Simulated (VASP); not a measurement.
BN, 4 atoms in the cell. Symmetry: P6_3mc, No. 186, hexagonal system. The conventional cell has a = 2.541 Å, b = 2.541 Å, c = 4.203 Å, α = 90.00°, β = 90.00°, γ = 120.00°. Within 2.1 Å of B (site symmetry 3m) lie 4 N at 1.56 to 1.57 Å. N (site symmetry 3m) has 4 B at 1.56 to 1.57 Å within 2.1 Å. 

- Program: VASP 6.6.1
- Task: single point
- Functional: HSE06
- Potentials or basis: VASP PAW PBE potentials, release 64 (B, N)
- Cutoff: 520 eV
- k mesh: 9 × 9 × 4
- Occupations: gaussian, width 0.01 eV
- Spin: no spin polarisation
- Dipole correction: no
- Grid for exact exchange (PRECFOCK): Normal
- Further INCAR settings: ALGO = Normal; EDIFF = 1e-06; NBANDS = 16
- Share of exact exchange: 0.25
- Screening parameter: 0.2079 1/Å

Potentials or basis: VASP PAW PBE potentials, release 64 (B, N).

Run with:

```console
$ cat potpaw_PBE.64/B/POTCAR potpaw_PBE.64/N/POTCAR > POTCAR
$ cp INCAR.step1 INCAR
$ mpirun -np 1 vasp_std > vasp.out
$ cp INCAR.step2 INCAR
$ mpirun -np 1 vasp_std > vasp.out
```

Hardware: 1 thread of Intel(R) Xeon(R) Platinum 8259CL CPU @ 2.50GHz (Skylake/Cascade Lake) (shared host).

**Question.** Estimate the wall time of this run.

**Answer.** Run time: 43 min on 1 thread of Intel(R) Xeon(R) Platinum 8259CL CPU @ 2.50GHz (Skylake/Cascade Lake), on a shared host, peak memory 0.25 GiB. Counts: k points 36.
